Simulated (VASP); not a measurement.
A run of VASP 6.6.1 is set up as follows.

INCAR

```
SYSTEM = MgO
  PREC = Accurate
  ENCUT = 840
  EDIFF = 1E-6
  ISMEAR = 0
  SIGMA = 0.01
  LREAL = .FALSE.
  LASPH = .TRUE.
  NELM = 120
  ALGO = Normal
  ISIF = 2
  LWAVE = .FALSE.
  LCHARG = .TRUE.
  GGA = PE
  LELF = .TRUE.
  LVHAR = .TRUE.
  NBANDS = 15
  GGA_COMPAT = .FALSE.
```

KPOINTS

```
Automatic mesh
0
G
  8 8 8
  0 0 0
```

File POSCAR:

```
MgO
1.0
    0.0000000000      2.1430717183      2.1430717183
    2.1430717183      0.0000000000      2.1430717183
    2.1430717183      2.1430717183      0.0000000000
Mg O
1 1
Direct
    0.0000000000      0.0000000000      0.0000000000
    0.5000000000      0.5000000000      0.5000000000
```

Potentials or basis: VASP PAW PBE potentials, release 64 (Mg_sv, O).

Run with:

```bash
$ cat potpaw_PBE.64/Mg_sv/POTCAR potpaw_PBE.64/O/POTCAR > POTCAR
$ mpirun -np 1 vasp_std > vasp.out
```

Estimate the band gap on the k mesh.

4.25 eV.

What does it give for the pressure?

-3.2 GPa.

Caveat: the cell stands under tension. As with any semilocal functional, this PBE gap is likely too small.
